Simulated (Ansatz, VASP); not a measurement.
## NbRe3Pd in VASP and in Ansatz

File INCAR:

```
  PREC = Accurate
  ENCUT = 600
  EDIFF = 1E-7
  ISMEAR = 0
  SIGMA = 0.1
  LREAL = False
  LASPH = True
  NELM = 60
  ALGO = Fast
  ISIF = 3
  LWAVE = False
  LCHARG = False
  GGA = PE
  IBRION = 2
  NSW = 100
  EDIFFG = -0.01
```

KPOINTS

```
regular mesh
0
Gamma
  8 8 8
```

File POSCAR:

```
NbRe3Pd
1.0
    4.6240181492      0.0000000000      0.0000000000
    0.0000000000      4.6240181492      0.0000000000
    0.0000000000      0.0000000000      4.6240181492
Nb Re Pd
1 3 1
Direct
    0.0000000000      0.0000000000      0.0000000000
    0.0000000000      0.5000000000      0.5000000000
    0.5000000000      0.0000000000      0.5000000000
    0.5000000000      0.5000000000      0.0000000000
    0.5000000000      0.5000000000      0.5000000000
```

Input for Ansatz:

```yaml
crystal:
  lattice:
    - [4.6240181492, 0.0, 0.0]
    - [0.0, 4.6240181492, 0.0]
    - [0.0, 0.0, 4.6240181492]
  atoms:
    - { symbol: Nb, position: [0.0, 0.0, 0.0] }
    - { symbol: Re, position: [0.0, 0.5, 0.5] }
    - { symbol: Re, position: [0.5, 0.0, 0.5] }
    - { symbol: Re, position: [0.5, 0.5, 0.0] }
    - { symbol: Pd, position: [0.5, 0.5, 0.5] }
basis:
  ecutwfc: 420
kpoints:
  mp_grid: { grid: [8, 8, 8] }
hamiltonian:
  xc: pbe
scf:
  occupations: { method: gaussian, width: 0.1 }
output:
  forces: true
  stress: true
  eigenvalues: true
relax:
  adjacent_minimum: "off"
  f_tol: 0.01
  max_steps: 80
  cell: { stress_tol: 0.05 }
```

Alike in both runs: task relaxation of cell and atoms; functional PBE; k mesh 8 × 8 × 8; occupations gaussian, width 0.1 eV; no spin polarisation.

|  | VASP | Ansatz |
| --- | --- | --- |
| version | VASP 6.6.1 | Ansatz 0.2.0 |
| potentials or method | VASP PAW PBE potentials, release 64 (Nb_sv, Re, Pd), cutoff 600 eV | scalar-relativistic, plane waves, PAW |
| valence electrons in the cell | 44 | 76 |

|  | VASP | Ansatz | Ansatz less VASP |
| --- | --- | --- | --- |
| gap on the k mesh at the Fermi level, each at its own relaxed structure (eV) | none | none | - |
| relaxed volume (Å³/atom) | 19.69 | 19.84 | +0.149 |
| relaxed length of the cell vector where the two differ most in proportion (Å) | 4.617 | 4.629 | +0.0116 |

A gap of «none» marks a metal or a gap that the smearing closes. VASP's potentials hold 44 valence electrons a cell and Ansatz's 76, so a difference there can come from the potentials and not from the codes.

Spin-orbit coupling is off throughout.
